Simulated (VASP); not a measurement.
Set up this calculation in VASP 6.6.1, as the native input.

* Task: relaxation of cell and atoms
* Functional: r2SCAN
* Dispersion: rVV10
* Potentials or basis: VASP PAW PBE potentials, release 64 (Si, F)
* Cutoff: 600 eV
* k mesh: 12 × 12 × 12
* Occupations: fermi-dirac, width 0.05 eV
* Spin: no spin polarisation
* Dipole correction: no
* Further INCAR settings: ALGO = Normal; EDIFF = 1e-06; IBRION = 2; EDIFFG = -0.01; NSW = 60; ISIF = 3

The system is SiF.

```
Si F
1.0
     1.33860    0.77284    3.89831
    -1.33860    0.77284    3.89831
     0.00000   -1.54568    3.89831
Si F
1 1
Direct
  0.50000 0.50000 0.50000
  0.00000 0.00000 0.00000
```

One way to write it, as run:

POSCAR

```
SiF
1.0
    1.3386000000      0.7728400000      3.8983100000
   -1.3386000000      0.7728400000      3.8983100000
    0.0000000000     -1.5456800000      3.8983100000
Si F
1 1
Direct
    0.5000000000      0.5000000000      0.5000000000
    0.0000000000      0.0000000000      0.0000000000
```

INCAR.step1

```
PREC     = Accurate       # precision mode
ENCUT    = 600            # plane-wave cutoff, eV
ISMEAR   = -1             # smearing method
SIGMA    = 0.05           # smearing width, eV
LREAL    = F              # projectors in reciprocal space
LASPH    = T              # aspherical terms in the spheres
NELM     = 100            # most SCF steps
GGA      = PE             # functional
ALGO     = Normal         # electronic algorithm
EDIFF    = 1E-4           # SCF threshold, eV
LWAVE    = T              # write WAVECAR
LCHARG   = F              # write CHGCAR
```

INCAR.step2

```
PREC     = Accurate       # precision mode
ENCUT    = 600            # plane-wave cutoff, eV
EDIFF    = 1E-6           # SCF threshold, eV
ISMEAR   = -1             # smearing method
SIGMA    = 0.05           # smearing width, eV
LREAL    = F              # projectors in reciprocal space
LASPH    = T              # aspherical terms in the spheres
NELM     = 100            # most SCF steps
ALGO     = Normal         # electronic algorithm
ISIF     = 3              # what is computed and relaxed
LWAVE    = F              # write WAVECAR
LCHARG   = F              # write CHGCAR
METAGGA  = R2SCAN         # meta-GGA
LMIXTAU  = T            
LUSE_VDW = T            
IVDW_NL  = 2            
BPARAM   = 11.95        
CPARAM   = 0.0093       
IBRION   = 2              # ionic algorithm
NSW      = 60             # ionic steps
EDIFFG   = -0.01          # ionic threshold
ISTART   = 1
```

KPOINTS

```
Automatic mesh
0
Gamma
  12 12 12
```

Potentials or basis: VASP PAW PBE potentials, release 64 (Si, F).

Command:

```sh
$ cat potpaw_PBE.64/Si/POTCAR potpaw_PBE.64/F/POTCAR > POTCAR
$ cp INCAR.step1 INCAR
$ mpirun -np 1 vasp_std > vasp.out
$ cp INCAR.step2 INCAR
$ mpirun -np 1 vasp_std > vasp.out
```

Results of the run:

* Relaxed volume: 11.52 Å³/atom
* Relaxed cell: a = 4.176 Å, b = 4.176 Å, c = 4.176 Å, α = 36.47°, β = 36.47°, γ = 36.47°
* Space group after relaxing (to 0.1 Å): R-3m (No. 166)
* Energy gained by relaxing: 9.1 meV/atom
* Ionic steps: 5
* Pressure after relaxing: 0.0 GPa
* Band gap on the k mesh: zero (an odd number of electrons rules out a gap without spin polarisation)

Caveat: the PAW data sets were made with another functional, which shifts forces and pressure a little; an odd number of electrons without spin polarisation forces a metal; a magnetic or distorted state may lie lower.

It took 13 min on 1 thread of Intel(R) Xeon(R) 6975P-C (Granite Rapids), on a shared host, peak memory 0.42 GiB.
